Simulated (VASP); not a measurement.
# SiO2 (P4_2/mnm) in VASP: notebook

The runs below take SiO2 through single point, with PBE, r2SCAN.

Everything below comes from runs of VASP 6.6.1. Logs are shortened: lines on timing, memory, paths and dates and some standing lists are left out, and cuts for length are marked.

### Step 1. The cell of the first run

It takes space group P4_2/mnm (No. 136, tetragonal). The conventional cell has a = 4.185 Å, b = 4.185 Å, c = 2.669 Å, α = 90.00°, β = 90.00°, γ = 90.00°. Within 2.3 Å of Si (site symmetry mmm) lie 6 O at 1.76 to 1.81 Å. O (site symmetry m2m) has 3 Si at 1.76 to 1.81 Å and 1 O at 2.30 Å within 2.3 Å.

### Step 2. Single point, PBE

Input file INCAR:

```
PREC     = Accurate       # precision mode
ENCUT    = 520            # plane-wave cutoff, eV
EDIFF    = 1E-7           # SCF threshold, eV
ISMEAR   = 0              # smearing method
SIGMA    = 0.01           # smearing width, eV
LREAL    = F              # projectors in reciprocal space
LASPH    = T              # aspherical terms in the spheres
NELM     = 60             # most SCF steps
ALGO     = Normal         # electronic algorithm
ISIF     = 2              # what is computed and relaxed
LWAVE    = F              # write WAVECAR
LCHARG   = F              # write CHGCAR
GGA      = PE             # functional
NBANDS   = 25             # bands
```

Input file KPOINTS:

```
Automatic mesh
0
Gamma
  6 6 10
```

Input file POSCAR:

```
SiO2
1.0
    4.1851887975      0.0000000000      0.0000000000
    0.0000000000      4.1851887975      0.0000000000
    0.0000000000      0.0000000000      2.6688398905
Si O
2 4
Direct
    0.0000000000      0.0000000000      0.0000000000
    0.5000000000      0.5000000000      0.5000000000
    0.3061010089      0.3061010089      0.0000000000
    0.1938989911      0.8061010089      0.5000000000
    0.8061010089      0.1938989911      0.5000000000
    0.6938989911      0.6938989911      0.0000000000
```

Potentials or basis: VASP PAW PBE potentials, release 64 (Si, O).

Run with:

```bash
$ cat potpaw_PBE.64/Si/POTCAR potpaw_PBE.64/O/POTCAR > POTCAR
$ mpirun -np 1 vasp_std > vasp.out
```

OUTCAR:

```text
PREC = Accurate
   ENCUT = 520
   EDIFF = 1E-7
   ISMEAR = 0
   LREAL = F
   LASPH = T
   NELM = 60
   ISIF = 2
   GGA = PE

 ion  position               nearest neighbor table
   1  0.000  0.000  0.000-   4 1.76   5 1.76   4 1.76   5 1.76   3 1.81   6 1.81
   2  0.500  0.500  0.500-   3 1.76   6 1.76   3 1.76   6 1.76   5 1.81   4 1.81
   3  0.306  0.306  0.000-   2 1.76   2 1.76   1 1.81
   4  0.194  0.806  0.500-   1 1.76   1 1.76   2 1.81
   5  0.806  0.194  0.500-   1 1.76   1 1.76   2 1.81
   6  0.694  0.694  0.000-   2 1.76   2 1.76   1 1.81

  LATTYP: Found a simple tetragonal cell.
 ALAT       =     4.1851887975
 C/A-ratio  =     0.6376868571

  Lattice vectors:

 A1 = (   4.1851887975,   0.0000000000,   0.0000000000)
 A2 = (   0.0000000000,   4.1851887975,   0.0000000000)
 A3 = (   0.0000000000,   0.0000000000,   2.6688398905)

Analysis of symmetry for initial positions (statically):
=====================================================================
 Subroutine PRICEL returns:
 Original cell was already a primitive cell.

 Routine SETGRP: Setting up the symmetry group for a
 simple tetragonal supercell.

 Subroutine GETGRP returns: Found 16 space group operations
 (whereof  8 operations were pure point group operations)
 out of a pool of 16 trial point group operations.

The static configuration has the point symmetry D_2h.
 The point group associated with its full space group is D_4h.

Analysis of symmetry for dynamics (positions and initial velocities):
=====================================================================
 Subroutine PRICEL returns:
 Original cell was already a primitive cell.

 Routine SETGRP: Setting up the symmetry group for a
 simple tetragonal supercell.

 Subroutine GETGRP returns: Found 16 space group operations
 (whereof  8 operations were pure point group operations)
 out of a pool of 16 trial point group operations.

The dynamic configuration has the point symmetry D_2h.
 The point group associated with its full space group is D_4h.

 Subroutine INISYM returns: Found 16 space group operations
 (whereof  8 operations are pure point group operations),
 and found     1 'primitive' translations

----------------------------------------------------------------------------------------

                                     Primitive cell

  volume of cell :      46.7469

  direct lattice vectors                    reciprocal lattice vectors
     4.185188798  0.000000000  0.000000000     0.238937847  0.000000000  0.000000000
     0.000000000  4.185188798  0.000000000     0.000000000  0.238937847  0.000000000
     0.000000000  0.000000000  2.668839891     0.000000000  0.000000000  0.374694639

  length of vectors
     4.185188798  4.185188798  2.668839891     0.238937847  0.238937847  0.374694639

  position of ions in fractional coordinates (direct lattice)
     0.000000000  0.000000000  0.000000000
     0.500000000  0.500000000  0.500000000
     0.306101009  0.306101009  0.000000000
     0.193898991  0.806101009  0.500000000
     0.806101009  0.193898991  0.500000000
     0.693898991  0.693898991  0.000000000

  ion indices of the primitive-cell ions
   primitive index   ion index
                 1           1
                 2           2
                 3           3
                 4           4
                 5           5
                 6           6

----------------------------------------------------------------------------------------

 KPOINTS: Automatic mesh

Automatic generation of k-mesh.
 Grid dimensions read from file:
 generate k-points for:    6    6   10

 Generating k-lattice:

  Cartesian coordinates                     Fractional coordinates (reciprocal lattice)
     0.039822974  0.000000000  0.000000000     0.166666667  0.000000000  0.000000000
     0.000000000  0.039822974  0.000000000     0.000000000  0.166666667  0.000000000
     0.000000000  0.000000000  0.037469464     0.000000000  0.000000000  0.100000000

  Length of vectors
     0.039822974  0.039822974  0.037469464

  Shift w.r.t. Gamma in fractional coordinates (k-lattice)
     0.000000000  0.000000000  0.000000000

 Subroutine IBZKPT returns following result:
 ===========================================

 Found     60 irreducible k-points:

 Following reciprocal coordinates:
            Coordinates               Weight
  0.000000  0.000000  0.000000      1.000000
  0.166667  0.000000  0.000000      4.000000
  0.333333  0.000000  0.000000      4.000000
  0.500000  0.000000  0.000000      2.000000
  0.166667  0.166667  0.000000      4.000000
  0.333333  0.166667  0.000000      8.000000
[... 16 lines left out ...]
  0.333333  0.000000  0.200000      8.000000
  0.500000  0.000000  0.200000      4.000000
 [... further k-points ...]
   k-points           NKPTS =     60   k-points in BZ     NKDIM =     60   number of bands    NBANDS=     25
   number of dos      NEDOS =    301   number of ions     NIONS =      6
   total plane-waves  NPLWV =  20480
   dimension x,y,z NGX =    32 NGY =   32 NGZ =   20
   dimension x,y,z NGXF=    64 NGYF=   64 NGZF=   40
   ions per type =               2   4
   NGX,Y,Z   is equivalent  to a cutoff of  12.71, 12.71, 12.46 a.u.
   NGXF,Y,Z  is equivalent  to a cutoff of  25.42, 25.42, 24.92 a.u.
 SYSTEM =  unknown system
   PREC   = accura    normal or accurate (medium, high low for compatibility)
   ISTART =      0    job   : 0-new  1-cont  2-samecut
   ICHARG =      2    charge: 1-file 2-atom 10-const
   ISPIN  =      1    spin polarized calculation?
   LNONCOLLINEAR =      F non collinear calculations
   LSORBIT =      F    spin-orbit coupling
   LASPH  =      T    aspherical Exc in radial PAW
   ENCUT  =  520.0 eV  38.22 Ry    6.18 a.u.   7.78  7.78  4.96*2*pi/ulx,y,z
   NELM   =     60;   NELMIN=  2; NELMDL= -5     # of ELM steps
   EDIFF  = 0.1E-06   stopping-criterion for ELM
   LREAL  =      F    real-space projection
   EDIFFG = 0.1E-05   stopping-criterion for IOM
   NSW    =      0    number of steps for IOM
   IBRION =     -1    ionic relax: 0-MD 1-quasi-New 2-CG
   NFREE  =      0    steps in history (QN), initial steepest desc. (CG)
   ISIF   =      2    stress and relaxation
   ISYM   =      2    0-nonsym 1-usesym 2-fastsym
   POTIM  = 0.5000    time-step for ionic-motion
   TEBEG  =    0.0;   TEEND  =   0.0 temperature during run
   PSTRESS=    0.0 pullay stress
   NELECT =      32.0000    total number of electrons
   NUPDOWN=      -1.0000    fix difference up-down
   EMIN   =  10.00;   EMAX   =-10.00  energy-range for DOS
   EFERMI =   0.00;   METHOD = LEGACY
   ISMEAR =     0;   SIGMA  =   0.01  broadening in eV -4-tet -1-fermi 0-gaus
   EFERMI_NEDOS =   21; number of points for ismear=-14 and -15
   IALGO  =     38    algorithm
   IMIX   =      4    mixing-type and parameters
     AMIX     =   0.40;   BMIX     =  1.00
     AMIX_MAG =   1.60;   BMIX_MAG =  1.00
  volume/ion in A,a.u.               =       7.79        52.58
  Fermi-wavevector in a.u.,A,eV,Ry     =   1.442804  2.726504 28.323014  2.081683
  Thomas-Fermi vector in A             =   2.561283
   LORBIT       =      0    0 simple, 1 ext, 2 COOP (PROOUT), +10 PAW based schemes
   GGA     = PE    functional components
   LHFCALC =     F    Hartree Fock is set to
   AEXX    =    0.0000 exact exchange contribution
   IVDW    =     0    specifies the selected vdW correction
   LEPSILON=     F    determine dielectric tensor
   LRPA    =     F    only Hartree local field effects (RPA)
 non-spin polarized calculation
 Gauss-broadening in eV      SIGMA  =   0.01
  energy-cutoff  :      520.00
  volume of cell :       46.75
 maximum number of plane-waves:      1282
 NGX is ok and might be reduce to    32
   NGX = 15   NGY = 15   NGZ =  9

 number of electron      31.9999977 magnetization

 Free energy of the ion-electron system (eV)
  ---------------------------------------------------
  ext. energy  EPLUGINS =         0.00000000
  ---------------------------------------------------
  free energy    TOTEN  =       -46.26987239 eV

  energy without entropy =      -46.26987239  energy(sigma->0) =      -46.26987239

 E-fermi :   8.3391     XC(G=0): -12.2505

 val. band max:        8.1875647193   @ k =   0.0000   0.0000   0.0000
 cond. band min:      13.7297947154   @ k =   0.0000   0.0000   0.0000
 fundamental gap:      5.5422299960
 Fermi energy:         8.3391091686

 k-point     1 :       0.0000    0.0000    0.0000
  band No.  band energies     occupation
      1     -14.3560      2.00000
      2     -10.7415      2.00000
      3     -10.7415      2.00000
      4     -10.5157      2.00000
      5      -2.6703      2.00000
      6       1.7665      2.00000
[... 17 lines left out ...]
     24      22.4029      0.00000
     25      23.9722      0.00000

 k-point     2 :       0.1667    0.0000    0.0000
  band No.  band energies     occupation
      1     -14.2113      2.00000
      2     -11.4028      2.00000
      3     -10.6685      2.00000
      4     -10.1597      2.00000
      5      -2.4737      2.00000
      6       1.0238      2.00000
[... 17 lines left out ...]
     24      21.8387      0.00000
     25      23.7700      0.00000

 k-point     3 :       0.3333    0.0000    0.0000
  band No.  band energies     occupation
      1     -13.7886      2.00000
      2     -12.2875      2.00000
      3     -10.4729      2.00000
      4     -10.0690      2.00000
      5      -1.9320      2.00000
      6      -0.1000      2.00000
[... 552 lines left out ...]
 k-point    23 :       0.3333    0.0000    0.2000
  band No.  band energies     occupation
      1     -13.2998      2.00000
      2     -11.9169      2.00000
      3     -10.2858      2.00000
      4     -10.0192      2.00000
      5      -1.5765      2.00000
      6       0.2481      2.00000
[... 17 lines left out ...]
     24      21.0941      0.00000
     25      22.4262      0.00000

 k-point    24 :       0.5000    0.0000    0.2000
  band No.  band energies     occupation
      1     -12.6806      2.00000
      2     -12.6806      2.00000
      3     -10.1151      2.00000
      4     -10.1151      2.00000
      5      -0.7102      2.00000
      6      -0.7102      2.00000
[... 17 lines left out ...]
     24      20.8044      0.00000
     25      22.3079      0.00000

 [... further k-points ...]

------------------------ aborting loop because EDIFF is reached ----------------------------------------

  FORCE on cell =-STRESS in cart. coord.  units (eV):
  Direction    XX          YY          ZZ          XY          YZ          ZX
  --------------------------------------------------------------------------------------
  -------------------------------------------------------------------------------------
  Total        2.6640355      2.6640355      3.2109025      0.0000000      0.0000000      0.0000000
  in kB       91.3057138     91.3057138    110.0487409      0.0000000      0.0000000      0.0000000
  external PRESSURE =      97.5533895 kB  Pullay stress =       0.0000000 kB

 VOLUME and BASIS-vectors are now :
 -----------------------------------------------------------------------------
  energy-cutoff  :      520.00
  volume of cell :       46.75
      direct lattice vectors                 reciprocal lattice vectors
     4.185188798  0.000000000  0.000000000     0.238937847  0.000000000  0.000000000
     0.000000000  4.185188798  0.000000000     0.000000000  0.238937847  0.000000000
     0.000000000  0.000000000  2.668839891     0.000000000  0.000000000  0.374694639

 POSITION                                       TOTAL-FORCE (eV/Angst)
 -----------------------------------------------------------------------------------
      0.00000      0.00000      0.00000        -0.000000      0.000000      0.000000
      2.09259      2.09259      1.33442        -0.000000      0.000000      0.000000
      1.28109      1.28109      0.00000        -0.070978     -0.070978     -0.000000
      0.81150      3.37368      1.33442         0.070978     -0.070978      0.000000
      3.37368      0.81150      1.33442        -0.070978      0.070978      0.000000
      2.90410      2.90410      0.00000         0.070978      0.070978      0.000000
 -----------------------------------------------------------------------------------
    total drift:                                0.000000      0.000000     -0.000000

  FREE ENERGIE OF THE ION-ELECTRON SYSTEM (eV)
  ---------------------------------------------------
  free  energy   TOTEN  =       -46.2698723925 eV

  energy  without entropy=      -46.2698723925  energy(sigma->0) =      -46.26987239
```

It took 62 s on 1 thread of AMD EPYC 7R43 (Zen 3), shared host; peak memory 0.14 GiB.

Results:

```
Free energy            : -46.2699 eV
Pressure               : 9.8 GPa
Largest force          : 0.100 eV/Å
Band gap on the k mesh : 5.54 eV, direct
```

Forces on the atoms (eV/Å):
```
Si   0.000  0.000  0.000
Si   0.000  0.000  0.000
O   -0.071 -0.071  0.000
O    0.071 -0.071  0.000
O   -0.071  0.071  0.000
O    0.071  0.071  0.000
```

Levels at points of the mesh, in eV from the valence-band top:
```csv
k point,band 13,band 14,band 15,band 16,band 17,band 18,band 19,band 20
"(0.00, 0.00, 0.00)",-2.52,-0.88,-0.88,0.00,5.54,6.70,8.49,8.49
"(0.50, 0.00, 0.00)",-2.68,-2.68,-1.07,-1.07,7.70,7.70,9.07,9.07
"(0.50, 0.50, 0.00)",-2.65,-2.65,-2.27,-2.27,7.38,7.38,10.04,10.04
"(0.00, 0.00, 0.50)",-3.05,-3.05,-2.67,-2.67,9.05,9.05,12.62,12.62
"(0.50, 0.00, 0.50)",-2.28,-2.28,-1.75,-1.75,8.75,8.75,9.81,9.81
"(0.50, 0.50, 0.50)",-1.76,-1.76,-1.55,-1.55,7.14,7.14,10.99,10.99
```

A k mesh can miss the band edges.

### Step 3. Single point, r2SCAN

POSCAR is that of step 2.

Input file INCAR.step1:

```
ALGO = Normal
EDIFF = 1E-4
ENCUT = 520
GGA = PE
ISMEAR = 0
LASPH = True
LCHARG = False
LREAL = False
LWAVE = True
NBANDS = 25
NELM = 80
PREC = Accurate
SIGMA = 0.01
```

Input file INCAR.step2:

```
ALGO = Normal
EDIFF = 1E-6
ENCUT = 520
ISIF = 2
ISMEAR = 0
ISTART = 1
LASPH = True
LCHARG = False
LMIXTAU = True
LREAL = False
LWAVE = False
METAGGA = R2SCAN
NBANDS = 25
NELM = 80
PREC = Accurate
SIGMA = 0.01
```

Input file KPOINTS:

```
k-points
0
Gamma
  6 6 10
```

Potentials or basis: VASP PAW PBE potentials, release 64 (Si, O).

Run with:

```bash
$ cat potpaw_PBE.64/Si/POTCAR potpaw_PBE.64/O/POTCAR > POTCAR
$ cp INCAR.step1 INCAR
$ mpirun -np 1 vasp_std > vasp.out
$ cp INCAR.step2 INCAR
$ mpirun -np 1 vasp_std > vasp.out
```

Run time: 5.2 min. Hardware: 1 thread of AMD EPYC 7R43 (Zen 3), shared host; peak memory 0.15 GiB.

The run converged. Its results:

| Quantity | Value |
| --- | --- |
| Free energy | -58.7856 eV |
| Pressure | 0.4 GPa |
| Largest force | 0.021 eV/Å |
| Band gap on the k mesh | 6.51 eV, direct |

Forces in eV/Å, atoms in the order of the input:
```
Si   0.000  0.000  0.000
Si   0.000  0.000  0.000
O   -0.015 -0.015  0.000
O    0.015 -0.015  0.000
O   -0.015  0.015  0.000
O    0.015  0.015  0.000
```

Stress tensor (GPa, compression positive):
```
0.09 0.00 0.00
0.00 0.09 0.00
0.00 0.00 0.99
```

Levels at points of the mesh, in eV from the valence-band top:
| k point | band 14 | band 15 | band 16 | band 17 | band 18 | band 19 |
| --- | --- | --- | --- | --- | --- | --- |
| (0.00, 0.00, 0.00) | -0.88 | -0.88 | 0.00 | 6.51 | 7.64 | 9.47 |
| (0.50, 0.00, 0.00) | -2.72 | -1.08 | -1.08 | 8.70 | 8.70 | 10.05 |
| (0.50, 0.50, 0.00) | -2.68 | -2.32 | -2.32 | 8.39 | 8.39 | 11.05 |
| (0.00, 0.00, 0.50) | -3.10 | -2.71 | -2.71 | 10.14 | 10.14 | 13.74 |
| (0.50, 0.00, 0.50) | -2.31 | -1.80 | -1.80 | 9.81 | 9.81 | 10.88 |
| (0.50, 0.50, 0.50) | -1.78 | -1.60 | -1.60 | 8.15 | 8.15 | 12.00 |

Caveat: the PAW data sets were made with another functional, which shifts forces and pressure a little. A k mesh can miss the band edges.
